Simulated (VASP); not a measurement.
Runs of VASP 6.6.1 on SnSe2. The structure is that of space group P-3m1 (No. 164), or close to it. The cells are those of the table. 

| cell | gap on the mesh (eV) | pressure (GPa) | largest force (eV/Å) |
| --- | --- | --- | --- |
| a = 3.984, b = 3.984, c = 6.984 Å, angles 90.0, 90.0, 120.0°, 3 atoms | none | -8.5 | 1.71 |
| a = 3.984, b = 3.984, c = 7.308 Å, angles 90.0, 90.0, 120.0°, 3 atoms | none | -8.9 | 1.96 |
| a = 3.936, b = 3.936, c = 7.308 Å, angles 90.0, 90.0, 120.0°, 3 atoms | none | -8.6 | 1.95 |
| a = 3.648, b = 3.648, c = 5.685 Å, angles 90.0, 90.0, 120.0°, 3 atoms | 0.45 | (b) | 1.63 |
| a = 3.696, b = 3.696, c = 5.361 Å, angles 90.0, 90.0, 120.0°, 3 atoms | 0.09 | (a) | 2.32 |

Alike in all rows: task single point; level PBE+D3(BJ); potentials or basis VASP PAW PBE potentials, release 64 (Sn_d, Se); no spin polarisation; k mesh 12 × 12 × 6; cutoff (eV) 500; smearing gaussian 0.03 eV.

Task: Fill in the values left out.

Result: (a) 20.1; (b) 15.5.

Caveats: semilocal functionals underestimate gaps, and a narrow one can read as zero; spin-orbit coupling is left out, which moves the levels of the heavy elements; forces of over 1 eV/Å act on the atoms, so gaps and moduli don't describe the material at rest; the stress differs along the axes, from -14 to -6 GPa (at least some runs); the cell stands under pressure (at least some runs); the stress differs along the axes, from -13 to -6 GPa (at least some runs).

A k mesh can miss the band edges, and the runs leave out spin-orbit coupling on Se, Sn.

A gap of «none» marks levels without a gap at the run's occupations.
